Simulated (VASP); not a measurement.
Set up this calculation in VASP 6.6.1, as the native input.

```
Task                   : single point
Functional             : PBE
Potentials or basis    : VASP PAW PBE potentials, release 64 (Co)
Cutoff                 : 520 eV
k mesh                 : 13 × 13 × 13
Occupations            : fermi-dirac, width 0.05 eV
Spin                   : collinear spin, ferromagnetic start
Starting moments       : [2.0] μB
Dipole correction      : no
Further INCAR settings : ALGO = Normal; EDIFF = 1e-06; NBANDS = 14
```

The structure of Co lies in POSCAR:

```
Co
1.0
   -1.3736931920      1.3736931920      1.3736931920
    1.3736931920     -1.3736931920      1.3736931920
    1.3736931920      1.3736931920     -1.3736931920
Co
1
Direct
    0.0000000000      0.0000000000      0.0000000000
```

This isn't the form of Co at room conditions, which is hcp.

The input as run:

INCAR

```
ALGO = Normal
EDIFF = 1E-6
ENCUT = 520
GGA = PE
ISIF = 2
ISMEAR = -1
ISPIN = 2
LASPH = True
LCHARG = True
LELF = True
LMAXMIX = 4
LORBIT = 11
LREAL = False
LVHAR = True
LWAVE = False
MAGMOM = 2
NBANDS = 14
NELM = 150
PREC = Accurate
SIGMA = 0.05
```

KPOINTS

```
k-points
0
Gamma
  13 13 13
```

Potentials or basis: VASP PAW PBE potentials, release 64 (Co).

Run with:

```console
$ cat potpaw_PBE.64/Co/POTCAR > POTCAR
$ mpirun -np 1 vasp_std > vasp.out
```

Results of the run:

```json
{
  "Pressure": "15.0 GPa",
  "Net moment": "1.67 μB per cell",
  "Site moments": "Co +1.68 μB",
  "Valence electrons inside the program's atomic spheres": "Co 8.36"
}
```

Caveat: the cell stands under pressure.

It took 15 s on 1 thread of Intel(R) Xeon(R) Platinum 8559C (Emerald Rapids) (shared host), peak memory 0.14 GiB.
